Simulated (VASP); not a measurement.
# Zn (Im-3m) in VASP: notebook, part 2 of 2

VASP 6.6.1. The steps go on from the part before.

### Step 3. Relaxation of cell and atoms, PBE

This run uses another cell than the first one, of 15.33 Å³/atom.

INCAR reads:

```
SYSTEM = Zn
  ALGO = Normal
  EDIFF = 1E-7
  EDIFFG = -0.01
  ENCUT = 500
  GGA = PE
  GGA_COMPAT = .FALSE.
  IBRION = 2
  ISIF = 3
  ISMEAR = -1
  LASPH = .TRUE.
  LCHARG = .FALSE.
  LREAL = .FALSE.
  LWAVE = .FALSE.
  NELM = 120
  NELMIN = 4
  NSW = 50
  PREC = Accurate
  SIGMA = 0.05
```

KPOINTS reads:

```
k-points
0
G
  10 10 10
  0 0 0
```

POSCAR reads:

```
Zn
1.0
   -1.5650000000      1.5650000000      1.5650000000
    1.5650000000     -1.5650000000      1.5650000000
    1.5650000000      1.5650000000     -1.5650000000
Zn
1
Direct
    0.0000000000      0.0000000000      0.0000000000
```

Potentials or basis: VASP PAW PBE potentials, release 64 (Zn).

The run is started by

```console
$ cat potpaw_PBE.64/Zn/POTCAR > POTCAR
$ mpirun -np 1 vasp_std > vasp.out
```

OUTCAR:

```text
SYSTEM = Zn
   EDIFF = 1E-7
   EDIFFG = -0.01
   ENCUT = 500
   GGA = PE
   IBRION = 2
   ISIF = 3
   ISMEAR = -1
   LASPH = .TRUE.
   LREAL = .FALSE.
   NELM = 120
   NELMIN = 4
   NSW = 50
   PREC = Accurate

 ion  position               nearest neighbor table
   1  0.000  0.000  0.000-

  LATTYP: Found a body centered cubic cell.
 ALAT       =     3.1300000000

  Lattice vectors:

 A1 = (  -1.5650000000,   1.5650000000,   1.5650000000)
 A2 = (   1.5650000000,  -1.5650000000,   1.5650000000)
 A3 = (   1.5650000000,   1.5650000000,  -1.5650000000)

Analysis of symmetry for initial positions (statically):
=====================================================================
 Subroutine PRICEL returns:
 Original cell was already a primitive cell.

 Routine SETGRP: Setting up the symmetry group for a
 body centered cubic supercell.

 Subroutine GETGRP returns: Found 48 space group operations
 (whereof 48 operations were pure point group operations)
 out of a pool of 48 trial point group operations.

The static configuration has the point symmetry O_h .

Analysis of symmetry for dynamics (positions and initial velocities):
=====================================================================
 Subroutine PRICEL returns:
 Original cell was already a primitive cell.

 Routine SETGRP: Setting up the symmetry group for a
 body centered cubic supercell.

 Subroutine GETGRP returns: Found 48 space group operations
 (whereof 48 operations were pure point group operations)
 out of a pool of 48 trial point group operations.

The dynamic configuration has the point symmetry O_h .

 Subroutine INISYM returns: Found 48 space group operations
 (whereof 48 operations are pure point group operations),
 and found     1 'primitive' translations

----------------------------------------------------------------------------------------

                                     Primitive cell

  volume of cell :      15.3321

  direct lattice vectors                    reciprocal lattice vectors
    -1.565000000  1.565000000  1.565000000     0.000000000  0.319488818  0.319488818
     1.565000000 -1.565000000  1.565000000     0.319488818  0.000000000  0.319488818
     1.565000000  1.565000000 -1.565000000     0.319488818  0.319488818  0.000000000

  length of vectors
     2.710659514  2.710659514  2.710659514     0.451825419  0.451825419  0.451825419

  position of ions in fractional coordinates (direct lattice)
     0.000000000  0.000000000  0.000000000

  ion indices of the primitive-cell ions
   primitive index   ion index
                 1           1

----------------------------------------------------------------------------------------

[... 99 lines left out ...]
   LRPA    =     F    only Hartree local field effects (RPA)
 conjugate gradient relaxation of ions
 non-spin polarized calculation
  energy-cutoff  :      500.00
  volume of cell :       15.33
 maximum number of plane-waves:       402
   NGX =  9   NGY =  9   NGZ =  9

--------------------------------------- Ionic step        1  -------------------------------------------

 number of electron      12.0000024 magnetization

 Free energy of the ion-electron system (eV)
  ---------------------------------------------------
  ext. energy  EPLUGINS =         0.00000000
  ---------------------------------------------------
  free energy    TOTEN  =        -1.03321593 eV

  energy without entropy =       -1.02949838  energy(sigma->0) =       -1.03135716

------------------------ aborting loop because EDIFF is reached ----------------------------------------

  FORCE on cell =-STRESS in cart. coord.  units (eV):
  Direction    XX          YY          ZZ          XY          YZ          ZX
  --------------------------------------------------------------------------------------
  -------------------------------------------------------------------------------------
  Total        0.0437596      0.0437596      0.0437596      0.0000000     -0.0000000     -0.0000000
  in kB        4.5727850      4.5727850      4.5727850      0.0000000     -0.0000000     -0.0000000
  external PRESSURE =       4.5727850 kB  Pullay stress =       0.0000000 kB

 VOLUME and BASIS-vectors are now :
 -----------------------------------------------------------------------------
  energy-cutoff  :      500.00
  volume of cell :       15.33
      direct lattice vectors                 reciprocal lattice vectors
    -1.565000000  1.565000000  1.565000000     0.000000000  0.319488818  0.319488818
     1.565000000 -1.565000000  1.565000000     0.319488818  0.000000000  0.319488818
     1.565000000  1.565000000 -1.565000000     0.319488818  0.319488818  0.000000000

 POSITION                                       TOTAL-FORCE (eV/Angst)
 -----------------------------------------------------------------------------------
      0.00000      0.00000      0.00000         0.000000     -0.000000      0.000000
 -----------------------------------------------------------------------------------
    total drift:                                0.000000     -0.000000      0.000000

  FREE ENERGIE OF THE ION-ELECTRON SYSTEM (eV)
  ---------------------------------------------------
  free  energy   TOTEN  =        -1.0332159339 eV

  energy  without entropy=       -1.0294983787  energy(sigma->0) =       -1.03135716

--------------------------------------- Ionic step        2  -------------------------------------------

 number of electron      12.0000023 magnetization

 Free energy of the ion-electron system (eV)
  ---------------------------------------------------
  ext. energy  EPLUGINS =         0.00000000
  ---------------------------------------------------
  free energy    TOTEN  =        -1.03336074 eV

  energy without entropy =       -1.02958916  energy(sigma->0) =       -1.03147495

 E-fermi :   3.3043     XC(G=0): -11.4907

 val. band max:        3.2913057979   @ k =  -0.4000   0.4000   0.4000
 cond. band min:       3.3602270948   @ k =   0.4000   0.1000   0.0000
 fundamental gap:      0.0689212969
 Fermi energy:         3.3042877058

 k-point     1 :       0.0000    0.0000    0.0000
  band No.  band energies     occupation
      1      -7.2498      2.00000
      2      -4.6592      2.00000
      3      -4.6592      2.00000
      4      -4.6592      2.00000
      5      -4.1614      2.00000
      6      -4.1614      2.00000
      7      22.0838      0.00000
      8      22.0838      0.00000
      9      22.0838      0.00000
     10      23.8223      0.00000
[... 287 lines left out ...]
 k-point    24 :      -0.3000    0.3000    0.1000
  band No.  band energies     occupation
      1      -5.1768      2.00000
      2      -4.7773      2.00000
      3      -4.3984      2.00000
      4      -4.2621      2.00000
      5      -4.1469      2.00000
      6      -3.3928      2.00000
      7       9.1978      0.00000
      8      14.3465      0.00000
      9      15.8980      0.00000
     10      20.6561      0.00000

 [... further k-points ...]

------------------------ aborting loop because EDIFF is reached ----------------------------------------

  FORCE on cell =-STRESS in cart. coord.  units (eV):
  Direction    XX          YY          ZZ          XY          YZ          ZX
  --------------------------------------------------------------------------------------
  -------------------------------------------------------------------------------------
  Total        0.0033522      0.0033522      0.0033522     -0.0000000      0.0000000      0.0000000
  in kB        0.3480885      0.3480885      0.3480885     -0.0000000      0.0000000      0.0000000
  external PRESSURE =       0.3480885 kB  Pullay stress =       0.0000000 kB

 VOLUME and BASIS-vectors are now :
 -----------------------------------------------------------------------------
  energy-cutoff  :      500.00
  volume of cell :       15.43
      direct lattice vectors                 reciprocal lattice vectors
    -1.568303838  1.568303838  1.568303838     0.000000000  0.318815773  0.318815773
     1.568303838 -1.568303838  1.568303838     0.318815773  0.000000000  0.318815773
     1.568303838  1.568303838 -1.568303838     0.318815773  0.318815773  0.000000000

 POSITION                                       TOTAL-FORCE (eV/Angst)
 -----------------------------------------------------------------------------------
      0.00000     -0.00000      0.00000         0.000000     -0.000000     -0.000000
 -----------------------------------------------------------------------------------
    total drift:                                0.000000     -0.000000      0.000000

  FREE ENERGIE OF THE ION-ELECTRON SYSTEM (eV)
  ---------------------------------------------------
  free  energy   TOTEN  =        -1.0333607420 eV

  energy  without entropy=       -1.0295891607  energy(sigma->0) =       -1.03147495

 reached required accuracy - stopping structural energy minimisation
```

CONTCAR:

```text
Zn
   1.00000000000000
    -1.5683038380289236    1.5683038380289236    1.5683038380289236
     1.5683038380289236   -1.5683038380289236    1.5683038380289236
     1.5683038380289236    1.5683038380289236   -1.5683038380289236
  Zn
     1
Direct
     0.0000000000000000    0.0000000000000000    0.0000000000000000

  0.00000000E+00  0.00000000E+00  0.00000000E+00
```

Wall time 6.8 s (1 thread of Intel Xeon 6975P-C (Granite Rapids), shared host); peak memory 0.12 GiB.

Results:

| Item | Value |
| --- | --- |
| Free energy | -1.0334 eV |
| Relaxed volume | 15.43 Å³/atom |
| Relaxed cell | a = 2.716 Å, b = 2.716 Å, c = 2.716 Å, α = 109.47°, β = 109.47°, γ = 109.47° |
| Space group after relaxing (to 0.1 Å) | Im-3m (No. 229) |
| Energy gained by relaxing | 0.1 meV/atom |
| Ionic steps | 2 |
| Pressure after relaxing | 0.0 GPa |
| Band gap on the k mesh | zero (bands 6 and 7 overlap by 5.18 eV) |

Step by step:
```csv
step,energy change (eV),largest force (eV/Å),pressure (GPa),volume (Å³)
1,0.0000,0.0000,0.46,15.33
2,-0.0001,0.0000,0.03,15.43
```

Final structure:
```
Zn
1.0
    -1.56830    1.56830    1.56830
     1.56830   -1.56830    1.56830
     1.56830    1.56830   -1.56830
Zn
1
Direct
  0.00000 0.00000 0.00000
```

Levels at points of the mesh, in eV from the Fermi level:
```csv
k point,band 3,band 4,band 5,band 6,band 7,band 8,band 9,band 10
"(0.00, 0.00, 0.00)",-7.96,-7.96,-7.47,-7.47,18.78,18.78,18.78,20.52
"(0.50, 0.00, 0.00)",-7.49,-7.43,-7.13,-2.86,-1.20,11.08,12.46,15.06
"(0.50, 0.50, 0.50)",-7.21,-7.21,-7.21,3.98,3.98,3.98,7.25,8.34
```

### Step 4. Relaxation of cell and atoms, PBE, target pressure 5 GPa, at which the enthalpy is minimised

This run uses another cell than the first one, of 15.33 Å³/atom.

INCAR reads:

```
SYSTEM = Zn
PREC = Accurate ; ENCUT = 500
EDIFF = 1E-7 ; ISMEAR = -1
SIGMA = 0.05 ; LREAL = .FALSE.
LASPH = .TRUE. ; NELM = 120
ALGO = Normal ; ISIF = 3
LWAVE = .FALSE. ; LCHARG = .FALSE.
GGA = PE ; IBRION = 2
NSW = 50 ; EDIFFG = -0.01
PSTRESS = 50.0 ; GGA_COMPAT = .FALSE.
NELMIN = 4
```

KPOINTS reads:

```
regular mesh
0
G
  10 10 10
  0 0 0
```

POSCAR is that of step 3.

The run is started by

```console
$ cat potpaw_PBE.64/Zn/POTCAR > POTCAR
$ mpirun -np 1 vasp_std > vasp.out
```

Wall time 11 s (1 thread of Intel Xeon 6975P-C (Granite Rapids), shared host); peak memory 0.12 GiB.

It converged, with:

| Property | Result |
| --- | --- |
| Free energy | -1.0198 eV |
| Relaxed volume | 14.51 Å³/atom |
| Relaxed cell | a = 2.661 Å, b = 2.661 Å, c = 2.661 Å, α = 109.47°, β = 109.47°, γ = 109.47° |
| Space group after relaxing (to 0.1 Å) | Im-3m (No. 229) |
| Energy change on relaxing (the run minimises the enthalpy) | +13.4 meV/atom |
| Ionic steps | 3 |
| Pressure after relaxing | 5.0 GPa |
| Band gap on the k mesh | zero (bands 6 and 7 overlap by 5.17 eV) |

The path:
| step | energy change (eV) | largest force (eV/Å) | pressure (GPa) | volume (Å³) |
| --- | --- | --- | --- | --- |
| 1 | 0.0000 | 0.0000 | 0.46 | 15.33 |
| 2 | 0.0175 | 0.0000 | 5.81 | 14.39 |
| 3 | 0.0134 | 0.0000 | 5.03 | 14.51 |

Final structure:
```
CELL_PARAMETERS angstrom
-1.53643 1.53643 1.53643
1.53643 -1.53643 1.53643
1.53643 1.53643 -1.53643
ATOMIC_POSITIONS crystal
Zn 0.00000 0.00000 0.00000
```

Levels at points of the mesh, in eV from the Fermi level:
```csv
k point,band 3,band 4,band 5,band 6,band 7,band 8,band 9,band 10
"(0.00, 0.00, 0.00)",-8.22,-8.22,-7.66,-7.66,19.75,19.75,19.75,20.98
"(0.50, 0.00, 0.00)",-7.69,-7.63,-7.29,-3.19,-1.16,11.52,12.81,15.51
"(0.50, 0.50, 0.50)",-7.38,-7.38,-7.38,4.01,4.01,4.01,7.93,8.50
```

Caveat: the cell is relaxed towards a set pressure, so the run minimises the enthalpy, not the energy.

### Step 5. Overview

| task | cell | gap on the mesh (eV) | pressure (GPa) |
| --- | --- | --- | --- |
| single point | a = 2.713 Å, angles 109.5°, 1 atom | none | 0.3 |
| relaxation of cell and atoms | relaxed from a = 2.711 Å, angles 109.5°, 1 atom | none | 0.0 |
| relaxation of cell and atoms | relaxed to 5 GPa from a = 2.711 Å, angles 109.5°, 1 atom | none | 5.0 |

Alike in all rows: level PBE; potentials or basis VASP PAW PBE potentials, release 64 (Zn); no spin polarisation; k mesh 10 × 10 × 10; cutoff (eV) 500; smearing fermi-dirac 0.05 eV.

Caveats: the cell is relaxed towards a set pressure, so the run minimises the enthalpy, not the energy (at least some runs).

Absolute energies hang on the potentials; compare differences alone.
